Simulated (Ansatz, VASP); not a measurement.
**Rh in VASP and in Ansatz**

```
CELL_PARAMETERS angstrom
0.00000 1.89785 1.89785
1.89785 0.00000 1.89785
1.89785 1.89785 0.00000
ATOMIC_POSITIONS crystal
Rh 0.00000 0.00000 0.00000
```

Alike in both runs: task single point; functional LDA; k mesh 15 × 15 × 15; occupations fermi-dirac, width 0.05 eV; collinear spin.

|  | VASP | Ansatz |
| --- | --- | --- |
| version | VASP 6.6.1 | Ansatz 0.2.0 |
| potentials or method | VASP PAW LDA potentials, release 64 (Rh_pv) | PAW with Ansatz's default frozen-core files, scalar-relativistic |
| plane-wave cutoff (eV) | 520 | 420 |
| valence electrons in the cell | 15 | 17 |

Ansatz gave:

- pressure (GPa): -9.7
- net moment per atom (μB): 0.00

Q: What did VASP give for the same quantities?

A: Pressure (GPa): -8.9; net moment per atom (μB): 0.00.

LDA's correlation is that of Perdew and Zunger in VASP and of Perdew and Wang (1992) in Ansatz. VASP's potentials hold 15 valence electrons a cell and Ansatz's 17, so a difference there can come from the potentials and not from the codes. Ansatz's warnings: seeded moment not kept.
